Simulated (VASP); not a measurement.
# B (P-1) in VASP: single point with PBE

Aim: the single point of B with PBE.

All numbers are computed with VASP 6.6.1; they aren't measurements. Logs are shortened: lines on timing, memory, paths and dates and some standing lists are left out, and cuts for length are marked.

### Step 1. The cell of the first run

The typed cell holds 2 atoms: a = 3.748 Å, b = 3.778 Å, c = 3.661 Å, α = 91.84°, β = 90.80°, γ = 92.87°.

### Step 2. Single point, PBE, collinear spin, ferromagnetic start

Contents of INCAR:

```
  ALGO = Normal
  EDIFF = 1E-6
  ENCUT = 500
  GGA = PE
  GGA_COMPAT = False
  ISIF = 2
  ISMEAR = -1
  ISPIN = 2
  LASPH = True
  LCHARG = False
  LORBIT = 11
  LREAL = False
  LWAVE = False
  MAGMOM = 1 1
  NBANDS = 14
  NELM = 200
  PREC = Accurate
  SIGMA = 0.15
```

Contents of KPOINTS:

```
Automatic mesh
0
Gamma
  1 1 2
  0 0 0.5
```

Contents of POSCAR:

```
B
1.0
    3.7471270000     -0.0943400000     -0.0265550000
   -0.0943400000      3.7766700000     -0.0599100000
   -0.0265550000     -0.0599100000      3.6601550000
B
2
Direct
    0.7642250000      0.8609880000      0.7428610000
    0.5024920000      0.6202560000      0.9578600000
```

Potentials or basis: VASP PAW PBE potentials, release 64 (B).

Run with:

```
cat potpaw_PBE.64/B/POTCAR > POTCAR
mpirun -np 1 vasp_std > vasp.out
```

OUTCAR:

```text
EDIFF = 1E-6
   ENCUT = 500
   GGA = PE
   ISIF = 2
   ISMEAR = -1
   ISPIN = 2
   LASPH = True
   LORBIT = 11
   LREAL = False
   NELM = 200
   PREC = Accurate

 ion  position               nearest neighbor table
   1  0.764  0.861  0.743-   2 1.55
   2  0.502  0.620  0.958-   1 1.55

  LATTYP: Found a triclinic cell.
 ALAT       =     3.7484084566
 B/A-ratio  =     1.4549339702
 C/A-ratio  =     1.6669526557
 COS(alpha) =     0.0007872468
 COS(beta)  =     0.5615029520
 COS(gamma) =     0.7219598805

  Lattice vectors:

 A1 = (  -3.7471270000,   0.0943400000,   0.0265550000)
 A2 = (  -3.8414670000,   3.8710100000,  -0.0333550000)
 A3 = (  -3.6262320000,  -3.6224200000,  -3.5736900000)

Analysis of symmetry for initial positions (statically):
=====================================================================
 Subroutine PRICEL returns:
 Original cell was already a primitive cell.

 Routine SETGRP: Setting up the symmetry group for a
 triclinic supercell.

 Subroutine GETGRP returns: Found  2 space group operations
 (whereof  1 operations were pure point group operations)
 out of a pool of  2 trial point group operations.

The static configuration has the point symmetry C_1 .
 The point group associated with its full space group is S_2 .

Analysis of symmetry for dynamics (positions and initial velocities):
=====================================================================
 Subroutine PRICEL returns:
 Original cell was already a primitive cell.

 Routine SETGRP: Setting up the symmetry group for a
 triclinic supercell.

 Subroutine GETGRP returns: Found  2 space group operations
 (whereof  1 operations were pure point group operations)
 out of a pool of  2 trial point group operations.

The dynamic configuration has the point symmetry C_1 .
 The point group associated with its full space group is S_2 .

Analysis of structural, dynamic, and magnetic symmetry:
=====================================================================
 Subroutine PRICEL returns:
 Original cell was already a primitive cell.

 Routine SETGRP: Setting up the symmetry group for a
 triclinic supercell.

 Subroutine GETGRP returns: Found  2 space group operations
 (whereof  1 operations were pure point group operations)
 out of a pool of  2 trial point group operations.

The overall configuration has the point symmetry C_1 .
 The point group associated with its full space group is S_2 .

 Subroutine INISYM returns: Found  2 space group operations
 (whereof  1 operations are pure point group operations),
 and found     1 'primitive' translations

----------------------------------------------------------------------------------------

                                     Primitive cell

  volume of cell :      51.7483

  direct lattice vectors                    reciprocal lattice vectors
     3.747127000 -0.094340000 -0.026555000     0.267054403  0.006703409  0.002047244
    -0.094340000  3.776670000 -0.059910000     0.006703409  0.265020560  0.004386533
    -0.026555000 -0.059910000  3.660155000     0.002047244  0.004386533  0.273299126

  length of vectors
     3.748408457  3.778323111  3.660741592     0.267146366  0.265141612  0.273341993

  position of ions in fractional coordinates (direct lattice)
     0.764225000  0.860988000  0.742861000
     0.502492000  0.620256000  0.957860000

  ion indices of the primitive-cell ions
   primitive index   ion index
                 1           1
                 2           2

----------------------------------------------------------------------------------------

 KPOINTS: Automatic mesh

Automatic generation of k-mesh.
 Grid dimensions read from file:
 generate k-points for:    1    1    2

 Generating k-lattice:

  Cartesian coordinates                     Fractional coordinates (reciprocal lattice)
     0.267054403  0.006703409  0.002047244     1.000000000 -0.000000000  0.000000000
     0.006703409  0.265020560  0.004386533     0.000000000  1.000000000 -0.000000000
     0.001023622  0.002193267  0.136649563     0.000000000 -0.000000000  0.500000000

  Length of vectors
     0.267146366  0.265141612  0.136670996

  Shift w.r.t. Gamma in fractional coordinates (k-lattice)
     0.000000000  0.000000000  0.500000000

 Subroutine IBZKPT returns following result:
 ===========================================

 Found      1 irreducible k-points:

 Following reciprocal coordinates:
            Coordinates               Weight
  0.000000  0.000000  0.250000      2.000000
   k-points           NKPTS =      1   k-points in BZ     NKDIM =      1   number of bands    NBANDS=     14
   number of dos      NEDOS =    301   number of ions     NIONS =      2
   total plane-waves  NPLWV =  21952
   dimension x,y,z NGX =    28 NGY =   28 NGZ =   28
   dimension x,y,z NGXF=    56 NGYF=   56 NGZF=   56
   ions per type =               2
   NGX,Y,Z   is equivalent  to a cutoff of  12.42, 12.32, 12.72 a.u.
   NGXF,Y,Z  is equivalent  to a cutoff of  24.84, 24.64, 25.43 a.u.
 SYSTEM =  unknown system
   PREC   = accura    normal or accurate (medium, high low for compatibility)
   ISTART =      0    job   : 0-new  1-cont  2-samecut
   ICHARG =      2    charge: 1-file 2-atom 10-const
   ISPIN  =      2    spin polarized calculation?
   LNONCOLLINEAR =      F non collinear calculations
   LSORBIT =      F    spin-orbit coupling
   LASPH  =      T    aspherical Exc in radial PAW
   ENCUT  =  500.0 eV  36.75 Ry    6.06 a.u.   6.83  6.89  6.67*2*pi/ulx,y,z
   NELM   =    200;   NELMIN=  2; NELMDL= -5     # of ELM steps
   EDIFF  = 0.1E-05   stopping-criterion for ELM
   LREAL  =      F    real-space projection
   EDIFFG = 0.1E-04   stopping-criterion for IOM
   NSW    =      0    number of steps for IOM
   IBRION =     -1    ionic relax: 0-MD 1-quasi-New 2-CG
   NFREE  =      0    steps in history (QN), initial steepest desc. (CG)
   ISIF   =      2    stress and relaxation
   ISYM   =      2    0-nonsym 1-usesym 2-fastsym
   POTIM  = 0.5000    time-step for ionic-motion
   TEBEG  =    0.0;   TEEND  =   0.0 temperature during run
   PSTRESS=    0.0 pullay stress
   NELECT =       6.0000    total number of electrons
   NUPDOWN=      -1.0000    fix difference up-down
   EMIN   =  10.00;   EMAX   =-10.00  energy-range for DOS
   EFERMI =   0.00;   METHOD = LEGACY
   ISMEAR =    -1;   SIGMA  =   0.15  broadening in eV -4-tet -1-fermi 0-gaus
   EFERMI_NEDOS =   21; number of points for ismear=-14 and -15
   IALGO  =     38    algorithm
   IMIX   =      4    mixing-type and parameters
     AMIX     =   0.40;   BMIX     =  1.00
     AMIX_MAG =   1.60;   BMIX_MAG =  1.00
  volume/ion in A,a.u.               =      25.87       174.61
  Fermi-wavevector in a.u.,A,eV,Ry     =   0.798289  1.508547  8.670512  0.637265
  Thomas-Fermi vector in A             =   1.905171
   LORBIT       =     11    0 simple, 1 ext, 2 COOP (PROOUT), +10 PAW based schemes
   GGA     = PE    functional components
   LHFCALC =     F    Hartree Fock is set to
   AEXX    =    0.0000 exact exchange contribution
   IVDW    =     0    specifies the selected vdW correction
   LEPSILON=     F    determine dielectric tensor
   LRPA    =     F    only Hartree local field effects (RPA)
 spin polarized calculation
  energy-cutoff  :      500.00
  volume of cell :       51.75
 maximum number of plane-waves:      1306
 NGX is ok and might be reduce to    28
   NGX = 13   NGY = 13   NGZ = 13

 number of electron       6.0000000 magnetization       1.9977887

 Free energy of the ion-electron system (eV)
  ---------------------------------------------------
  ext. energy  EPLUGINS =         0.00000000
  ---------------------------------------------------
  free energy    TOTEN  =        -4.41077491 eV

  energy without entropy =       -4.38878076  energy(sigma->0) =       -4.39977784

 E-fermi :  -1.4757     XC(G=0):  -6.7903

 val. band max:       -2.1247608563   @ k =   0.0000   0.0000   0.2500
 cond. band min:      -0.8143164777   @ k =   0.0000   0.0000   0.2500
 fundamental gap:      1.3104443786
 Fermi energy:        -1.4757299702

 spin component 1

 k-point     1 :       0.0000    0.0000    0.2500
  band No.  band energies     occupation
      1     -10.7672      1.00000
      2      -3.7680      1.00000
      3      -2.8441      0.99989
      4      -2.1248      0.98696
      5      -0.8143      0.01202
      6       1.3452      0.00000
      7       3.1042      0.00000
      8       7.1074      0.00000
      9      10.2639      0.00000
     10      10.3886      0.00000
     11      10.9643      0.00000
     12      12.1892      0.00000
     13      12.9909      0.00000
     14      13.9978      0.00000
 Fermi energy:        -1.4757299702

 spin component 2

 k-point     1 :       0.0000    0.0000    0.2500
  band No.  band energies     occupation
      1      -9.6126      1.00000
      2      -2.8884      0.99992
      3      -0.4191      0.00087
      4      -0.2773      0.00034
      5       0.6350      0.00000
      6       2.6257      0.00000
      7       4.5041      0.00000
      8       7.7407      0.00000
      9      10.7671      0.00000
     10      11.1931      0.00000
     11      11.5435      0.00000
     12      13.3270      0.00000
     13      14.2692      0.00000
     14      14.7328      0.00000

------------------------ aborting loop because EDIFF is reached ----------------------------------------

  FORCE on cell =-STRESS in cart. coord.  units (eV):
  Direction    XX          YY          ZZ          XY          YZ          ZX
  --------------------------------------------------------------------------------------
  -------------------------------------------------------------------------------------
  Total       -1.2740628     -0.8340768      1.4189576      0.0477141     -1.1979308     -1.4782223
  in kB      -39.4462234    -25.8238278     43.9323076      1.4772745    -37.0891032    -45.7671989
  external PRESSURE =      -7.1125812 kB  Pullay stress =       0.0000000 kB

 VOLUME and BASIS-vectors are now :
 -----------------------------------------------------------------------------
  energy-cutoff  :      500.00
  volume of cell :       51.75
      direct lattice vectors                 reciprocal lattice vectors
     3.747127000 -0.094340000 -0.026555000     0.267054403  0.006703409  0.002047244
    -0.094340000  3.776670000 -0.059910000     0.006703409  0.265020560  0.004386533
    -0.026555000 -0.059910000  3.660155000     0.002047244  0.004386533  0.273299126

 POSITION                                       TOTAL-FORCE (eV/Angst)
 -----------------------------------------------------------------------------------
      2.76270      3.13507      2.64711         1.271719      0.963697     -1.989371
      1.79895      2.23771      3.45541        -1.271719     -0.963697      1.989371
 -----------------------------------------------------------------------------------
    total drift:                               -0.000000     -0.000000     -0.000000

  FREE ENERGIE OF THE ION-ELECTRON SYSTEM (eV)
  ---------------------------------------------------
  free  energy   TOTEN  =        -4.4107749132 eV

  energy  without entropy=       -4.3887807648  energy(sigma->0) =       -4.39977784

 total charge

# of ion       s       p       d       tot
------------------------------------------
    1        0.778   0.835   0.000   1.613
    2        0.778   0.835   0.000   1.613
--------------------------------------------------
tot          1.557   1.669   0.000   3.226

 magnetization (x)

# of ion       s       p       d       tot
------------------------------------------
    1        0.156   0.424   0.000   0.580
    2        0.156   0.424   0.000   0.580
--------------------------------------------------
tot          0.312   0.848   0.000   1.161
```

It took 6.5 s on 1 thread of Intel Xeon Platinum 8375C at 2.90GHz (Ice Lake), shared host; peak memory 0.15 GiB.

Results:

| Property | Result |
| --- | --- |
| Free energy | -4.4108 eV |
| Pressure | -0.7 GPa |
| Largest force | 2.550 eV/Å |
| Band gap on the k mesh | 1.31 eV |
| Net moment | 2.00 μB per cell |
| Site moments | B +0.58 μB |
| Valence electrons inside the program's atomic spheres | B 1.61 |

Forces in eV/Å, atoms in the order of the input:
```
B    1.272  0.964 -1.989
B   -1.272 -0.964  1.989
```

Stress tensor (GPa, compression positive):
```
-3.94  0.15 -4.58
 0.15 -2.58 -3.71
-4.58 -3.71  4.39
```

Levels at points of the mesh, in eV from the valence-band top:
Spin up:
| k point | band 2 | band 3 | band 4 | band 5 | band 6 | band 7 |
| --- | --- | --- | --- | --- | --- | --- |
| (0.00, 0.00, 0.25) | -1.64 | -0.72 | 0.00 | 1.31 | 3.47 | 5.23 |
Spin down:
| k point | band 1 | band 2 | band 3 | band 4 | band 5 | band 6 | band 7 |
| --- | --- | --- | --- | --- | --- | --- | --- |
| (0.00, 0.00, 0.25) | -7.49 | -0.76 | 1.71 | 1.85 | 2.76 | 4.75 | 6.63 |

Caveat: the k points lie up to 1.68 Å⁻¹ apart; forces of over 1 eV/Å act on the atoms, so gaps and moduli don't describe the material at rest.
